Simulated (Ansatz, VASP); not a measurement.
TiN: VASP beside Ansatz

```
Ti N
1.0
     0.00000    2.12364    2.12364
     2.12364    0.00000    2.12364
     2.12364    2.12364    0.00000
Ti N
1 1
Direct
  0.00000 0.00000 0.00000
  0.50000 0.50000 0.50000
```

Alike in both runs: functional PBE; k mesh 11 × 11 × 11; occupations gaussian, width 0.1 eV; no spin polarisation.

Ansatz relaxed the structure, and its values are those at the end. VASP's run is a single point on that final structure, the one shown.

```csv
,VASP,Ansatz
version,VASP 6.6.1,Ansatz 0.2.0
potentials or method,"VASP PAW PBE potentials, release 64 (Ti_sv, N)","plane waves, PAW"
plane-wave cutoff (eV),600,420
valence electrons in the cell,17,17
```

```csv
,VASP,Ansatz,Ansatz less VASP
pressure (GPa),0.3,0.0,-0.31
```

Ansatz's warnings: stress scf threshold loose.
